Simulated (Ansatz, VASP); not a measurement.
**Ti3O4: VASP beside Ansatz**

The input INCAR:

```
SYSTEM = Ti3O4
PREC = Accurate
ENCUT = 520
EDIFF = 1E-8
ISMEAR = -1
SIGMA = 0.15
LREAL = .False.
LASPH = .True.
NELM = 100
ALGO = Normal
ISIF = 2
LWAVE = .False.
LCHARG = .False.
GGA = PS
LEFG = .True.
NBANDS = 39
```

KPOINTS

```
Automatic mesh
0
Gamma
  12 12 12
  0 0 0
```

File POSCAR:

```
Ti3O4
1.0
   -2.0506581580      2.0506581580      4.0525212939
    2.0506581580     -2.0506581580      4.0525212939
    2.0506581580      2.0506581580     -4.0525212939
Ti O
3 4
Direct
    0.2500000000      0.7500000000      0.5000000000
    0.5000000000      0.5000000000      0.0000000000
    0.7500000000      0.2500000000      0.5000000000
    0.0000000000      0.5000000000      0.5000000000
    0.2430420723      0.2430420723      0.0000000000
    0.5000000000      0.0000000000      0.5000000000
    0.7569579277      0.7569579277      0.0000000000
```

Input for Ansatz:

```yaml
crystal:
  lattice:
    - [-2.050658158, 2.050658158, 4.0525212939]
    - [2.050658158, -2.050658158, 4.0525212939]
    - [2.050658158, 2.050658158, -4.0525212939]
  atoms:
    - { symbol: Ti, position: [0.25, 0.75, 0.5] }
    - { symbol: Ti, position: [0.5, 0.5, 0.0] }
    - { symbol: Ti, position: [0.75, 0.25, 0.5] }
    - { symbol: O, position: [0.0, 0.5, 0.5] }
    - { symbol: O, position: [0.2430420723, 0.2430420723, 0.0] }
    - { symbol: O, position: [0.5, 0.0, 0.5] }
    - { symbol: O, position: [0.7569579277, 0.7569579277, 0.0] }
basis:
  ecutwfc: 420
kpoints:
  mp_grid: { grid: [12, 12, 12] }
hamiltonian:
  xc: pbesol
scf:
  occupations: { method: fermi_dirac, width: 0.15 }
output:
  forces: true
  stress: true
  eigenvalues: true
  efg: {}
checkpoint:
  read: start.run
  write: ck
  compress: false
  write_wavefunctions: false
  write_every: 100000
```

Alike in both runs: task electric field gradients; functional PBEsol; k mesh 12 × 12 × 12; occupations fermi-dirac, width 0.15 eV; no spin polarisation.

|  | VASP | Ansatz |
| --- | --- | --- |
| version | VASP 6.6.1 | Ansatz 0.2.0 |
| potentials or method | VASP PAW PBE potentials, release 64 (Ti_sv, O), cutoff 520 eV | scalar-relativistic, plane waves, PAW |
| valence electrons in the cell | 60 | 60 |

VASP gave:

```
gap on the k mesh at the Fermi level (eV)                     : none
pressure (GPa)                                                : 0.7
traceless stress, the component that is largest in VASP (GPa) : 0.09
rms of the force components (eV/Å)                            : 0.007
size of Vzz on the site where it differs most (V/Å²)          : 15.8
```

**Question.** Estimate Ansatz's values.

**Answer.** gap on the k mesh at the Fermi level (eV): none; pressure (GPa): 0.0; traceless stress, the component that is largest in VASP (GPa): 0.00; rms of the force components (eV/Å): 0.000; size of Vzz on the site where it differs most (V/Å²): 19.5.

VASP's potentials were made for PBE, not for PBEsol. Atom by atom the forces differ by 0.007 eV/Å (rms over components). A gap of «none» marks a metal or a gap that the smearing closes.
